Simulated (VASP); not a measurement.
Set up this calculation in VASP 6.6.1, as the native input.

- Task: single point
- Functional: LDA
- Potentials or basis: VASP PAW LDA potentials, release 64 (Zn)
- Cutoff: 500 eV
- k mesh: 15 × 15 × 15
- Occupations: fermi-dirac, width 0.1 eV
- Spin: no spin polarisation
- Dipole correction: no
- Further INCAR settings: ALGO = Normal; EDIFF = 1e-06; NBANDS = 12

The structure of Zn lies in POSCAR:

```
Zn
1.0
    2.4543290864      0.0000000000      0.0000000000
    0.0000000000      2.4543290864      0.0000000000
    0.0000000000      0.0000000000      2.4543290864
Zn
1
Direct
    0.0000000000      0.0000000000      0.0000000000
```

This cell differs from its parent crystal: volume scaled by 0.92.

The input as run:

INCAR

```
  ALGO = Normal
  EDIFF = 1E-6
  ENCUT = 500
  GGA_COMPAT = F
  ISIF = 2
  ISMEAR = -1
  LASPH = T
  LCHARG = T
  LELF = T
  LREAL = F
  LVHAR = T
  LWAVE = F
  NBANDS = 12
  NELM = 120
  PREC = Accurate
  SIGMA = 0.1
```

KPOINTS

```
k-points
0
Gamma
  15 15 15
```

Potentials or basis: VASP PAW LDA potentials, release 64 (Zn).

The run is started by

```sh
$ cat potpaw_LDA.64/Zn/POTCAR > POTCAR
$ mpirun -np 1 vasp_std > vasp.out
```

Results of the run:

The pressure is 8.0 GPa and the band gap on the k mesh is zero (band 6 reaches 8.42 eV, above the bottom of band 7 at 0.69 eV).

Wall time 9.3 s on 1 thread of Intel(R) Xeon(R) Platinum 8259CL CPU @ 2.50GHz (Skylake/Cascade Lake), with other jobs on the host, peak memory 0.12 GiB.
